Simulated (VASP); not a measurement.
# PbS (P4/nmm) in VASP: notebook

Runs on PbS. Level: PBE+D3(BJ). Tasks: single point.

Program: VASP 6.6.1. These are calculated values, not measurements. Logs are shortened: lines on timing, memory, paths and dates and some standing lists are left out, and cuts for length are marked.

## 1. The cell of the first run

Symmetry: P4/nmm, No. 129, tetragonal system. Conventional cell: a = 4.196 Å, b = 4.196 Å, c = 13.369 Å, α = 90.00°, β = 90.00°, γ = 90.00°. Pb (site symmetry 4mm) has 5 S at 2.97 Å within 3.9 Å. Within 3.9 Å of Pb (site symmetry 4mm) lie 6 S at 2.97 Å. Within 3.9 Å of S (site symmetry 4mm) lie 5 Pb at 2.97 Å. S (site symmetry 4mm) has 6 Pb at 2.97 Å within 3.9 Å.

## 2. Single point, PBE+D3(BJ)

Input file INCAR:

```
SYSTEM = PbS
ALGO     = Normal         ! electronic algorithm
EDIFF    = 1E-6           ! SCF threshold, eV
ENCUT    = 520            ! plane-wave cutoff, eV
GGA      = PE             ! functional
ISIF     = 2              ! what is computed and relaxed
ISMEAR   = 0              ! smearing method
IVDW     = 12             ! dispersion correction
LASPH    = .True.         ! aspherical terms in the spheres
LCHARG   = .True.         ! write CHGCAR
LELF     = .True.         ! ELF
LREAL    = .False.        ! projectors in reciprocal space
LVHAR    = .True.       
LWAVE    = .False.        ! write WAVECAR
NBANDS   = 50             ! bands
NELM     = 100            ! most SCF steps
PREC     = Accurate       ! precision mode
SIGMA    = 0.03           ! smearing width, eV
```

Input file KPOINTS:

```
k-points
0
Gamma
  8 8 3
  0 0 0
```

Input file POSCAR:

```
PbS
1.0
   -2.9671314639     -2.9671314639      0.0000000000
    2.9671314639     -2.9671314639      0.0000000000
    0.0000000000      0.0000000000     13.3685258554
Pb S
4 4
Direct
    0.5000000000      0.5000000000      0.1109745194
    0.0000000000      0.0000000000      0.3329235582
    0.5000000000      0.5000000000      0.5548725970
    0.0000000000      0.0000000000      0.7768216358
    0.0000000000      0.0000000000      0.1109745194
    0.5000000000      0.5000000000      0.3329235582
    0.0000000000      0.0000000000      0.5548725970
    0.5000000000      0.5000000000      0.7768216358
```

Potentials or basis: VASP PAW PBE potentials, release 64 (Pb_d, S).

Started as:

```sh
cat potpaw_PBE.64/Pb_d/POTCAR potpaw_PBE.64/S/POTCAR > POTCAR
mpirun -np 1 vasp_std > vasp.out
```

OUTCAR:

```text
SYSTEM = PbS
   EDIFF = 1E-6
   ENCUT = 520
   GGA = PE
   ISIF = 2
   ISMEAR = 0
   IVDW = 12
   LASPH = .True.
   LREAL = .False.
   NELM = 100
   PREC = Accurate
 IVDW          = 12

 ion  position               nearest neighbor table
   1  0.500  0.500  0.111-   6 2.97   5 2.97   5 2.97   5 2.97   5 2.97
   2  0.000  0.000  0.333-   5 2.97   7 2.97   6 2.97   6 2.97   6 2.97   6 2.97
   3  0.500  0.500  0.555-   6 2.97   8 2.97   7 2.97   7 2.97   7 2.97   7 2.97
   4  0.000  0.000  0.777-   7 2.97   8 2.97   8 2.97   8 2.97   8 2.97
   5  0.000  0.000  0.111-   2 2.97   1 2.97   1 2.97   1 2.97   1 2.97
   6  0.500  0.500  0.333-   1 2.97   3 2.97   2 2.97   2 2.97   2 2.97   2 2.97
   7  0.000  0.000  0.555-   2 2.97   4 2.97   3 2.97   3 2.97   3 2.97   3 2.97
   8  0.500  0.500  0.777-   3 2.97   4 2.97   4 2.97   4 2.97   4 2.97

  LATTYP: Found a simple tetragonal cell.
 ALAT       =     4.1961575576
 C/A-ratio  =     3.1858970193

  Lattice vectors:

 A1 = (  -2.9671314639,  -2.9671314639,   0.0000000000)
 A2 = (   2.9671314639,  -2.9671314639,   0.0000000000)
 A3 = (   0.0000000000,   0.0000000000,  13.3685258554)

Analysis of symmetry for initial positions (statically):
=====================================================================
 Subroutine PRICEL returns:
 Original cell was already a primitive cell.

 Routine SETGRP: Setting up the symmetry group for a
 simple tetragonal supercell.

 Subroutine GETGRP returns: Found 16 space group operations
 (whereof  8 operations were pure point group operations)
 out of a pool of 16 trial point group operations.

The static configuration has the point symmetry C_4v.
 The point group associated with its full space group is D_4h.

Analysis of symmetry for dynamics (positions and initial velocities):
=====================================================================
 Subroutine PRICEL returns:
 Original cell was already a primitive cell.

 Routine SETGRP: Setting up the symmetry group for a
 simple tetragonal supercell.

 Subroutine GETGRP returns: Found 16 space group operations
 (whereof  8 operations were pure point group operations)
 out of a pool of 16 trial point group operations.

The dynamic configuration has the point symmetry C_4v.
 The point group associated with its full space group is D_4h.

 Subroutine INISYM returns: Found 16 space group operations
 (whereof  8 operations are pure point group operations),
 and found     1 'primitive' translations

----------------------------------------------------------------------------------------

                                     Primitive cell

  volume of cell :     235.3895

[... 110 lines left out ...]
   PSTRESS=    0.0 pullay stress
   NELECT =      80.0000    total number of electrons
   NUPDOWN=      -1.0000    fix difference up-down
   EMIN   =  10.00;   EMAX   =-10.00  energy-range for DOS
   EFERMI =   0.00;   METHOD = LEGACY
   ISMEAR =     0;   SIGMA  =   0.03  broadening in eV -4-tet -1-fermi 0-gaus
   EFERMI_NEDOS =   21; number of points for ismear=-14 and -15
   IALGO  =     38    algorithm
   IMIX   =      4    mixing-type and parameters
     AMIX     =   0.40;   BMIX     =  1.00
     AMIX_MAG =   1.60;   BMIX_MAG =  1.00
  volume/ion in A,a.u.               =      29.42       198.56
  Fermi-wavevector in a.u.,A,eV,Ry     =   1.142464  2.158944 17.758645  1.305224
  Thomas-Fermi vector in A             =   2.279162
   LORBIT       =      0    0 simple, 1 ext, 2 COOP (PROOUT), +10 PAW based schemes
   GGA     = PE    functional components
   LHFCALC =     F    Hartree Fock is set to
   AEXX    =    0.0000 exact exchange contribution
   IVDW    =    12    specifies the selected vdW correction
   LEPSILON=     F    determine dielectric tensor
   LRPA    =     F    only Hartree local field effects (RPA)
 non-spin polarized calculation
 Gauss-broadening in eV      SIGMA  =   0.03
  energy-cutoff  :      520.00
  volume of cell :      235.39
 maximum number of plane-waves:      6374
 NGX is ok and might be reduce to    32
   NGX = 15   NGY = 15   NGZ = 49

 number of electron      79.9999994 magnetization

 Free energy of the ion-electron system (eV)
  ---------------------------------------------------
  ext. energy  EPLUGINS =         0.00000000
  ---------------------------------------------------
  free energy    TOTEN  =       -34.64382101 eV

  energy without entropy =      -34.64382101  energy(sigma->0) =      -34.64382101

 E-fermi :   4.4969     XC(G=0):  -8.9774

 val. band max:        4.3675783131   @ k =   0.5000   0.0000   0.0000
 cond. band min:       5.2682206943   @ k =   0.5000   0.0000   0.0000
 fundamental gap:      0.9006423812
 Fermi energy:         4.4969362994

 k-point     1 :       0.0000    0.0000    0.0000
  band No.  band energies     occupation
      1     -12.3649      2.00000
      2     -12.3540      2.00000
      3     -12.2655      2.00000
      4     -12.2655      2.00000
      5     -12.2641      2.00000
      6     -12.2641      2.00000
[... 1261 lines left out ...]
     49       7.8913      0.00000
     50       7.8922      0.00000

 [... further k-points ...]

------------------------ aborting loop because EDIFF is reached ----------------------------------------

 Edisp (eV)   -2.48876

 E8    (eV) :    -1.1235

  FORCE on cell =-STRESS in cart. coord.  units (eV):
  Direction    XX          YY          ZZ          XY          YZ          ZX
  --------------------------------------------------------------------------------------
  -------------------------------------------------------------------------------------
  Total      -0.94992    -0.94992    -4.22981     0.00000     0.00000    -0.00000
  in kB      -6.46566    -6.46566   -28.79019     0.00000     0.00000    -0.00000
  external pressure =      -13.91 kB  Pullay stress =        0.00 kB

 VOLUME and BASIS-vectors are now :
 -----------------------------------------------------------------------------
  energy-cutoff  :      520.00
  volume of cell :      235.39
      direct lattice vectors                 reciprocal lattice vectors
    -2.967131464 -2.967131464  0.000000000    -0.168512924 -0.168512924  0.000000000
     2.967131464 -2.967131464  0.000000000     0.168512924 -0.168512924  0.000000000
     0.000000000  0.000000000 13.368525855     0.000000000  0.000000000  0.074802563

 POSITION                                       TOTAL-FORCE (eV/Angst)
 -----------------------------------------------------------------------------------
      0.00000     -2.96713      1.48357        -0.000000      0.000000      0.130931
      0.00000      0.00000      4.45070        -0.000000      0.000000     -0.355465
      0.00000     -2.96713      7.41783         0.000000     -0.000000      0.355465
      0.00000      0.00000     10.38496         0.000000     -0.000000     -0.130931
      0.00000      0.00000      1.48357         0.000000     -0.000000      0.161532
      0.00000     -2.96713      4.45070         0.000000      0.000000     -0.400751
      0.00000      0.00000      7.41783        -0.000000     -0.000000      0.400751
      0.00000     -2.96713     10.38496        -0.000000      0.000000     -0.161532
 -----------------------------------------------------------------------------------
    total drift:                               -0.000000      0.000000     -0.000009

  FREE ENERGIE OF THE ION-ELECTRON SYSTEM (eV)
  ---------------------------------------------------
  free  energy   TOTEN  =       -37.1325832223 eV

  energy  without entropy=      -37.1325832223  energy(sigma->0) =      -37.13258322
```

stdout:

```text
POSCAR found type information on POSCAR PbS
 POSCAR found :  2 types and       8 ions
 scaLAPACK will be used
 LDA part: xc-table for (Slater+PW92), standard interpolation
 POSCAR, INCAR and KPOINTS ok, starting setup
 FFT: planning ... GRIDC
 FFT: planning ... GRID_SOFT
 FFT: planning ... GRID
 WAVECAR not read
 entering main loop
```

Wall time 6.2 min (1 thread of Intel Xeon 6975P-C, shared host); peak memory 0.47 GiB.

What came out:

```yaml
Free_energy: -37.1326 eV
Pressure: -1.4 GPa
Largest_force: 0.401 eV/Å
Band_gap_on_the_k_mesh: 0.90 eV, direct
Dispersion_energy_per_atom: -0.311 eV
```

Forces on the atoms (eV/Å):
```
Pb   0.000  0.000  0.131
Pb   0.000  0.000 -0.355
Pb   0.000  0.000  0.355
Pb   0.000  0.000 -0.131
S    0.000  0.000  0.162
S    0.000  0.000 -0.401
S    0.000  0.000  0.401
S    0.000  0.000 -0.162
```

Stress tensor (GPa, compression positive):
```
-0.65  0.00  0.00
 0.00 -0.65  0.00
 0.00  0.00 -2.88
```

Caveat: spin-orbit coupling is left out, which moves the levels of the heavy elements.

(Part 1 of 2 ends here.)
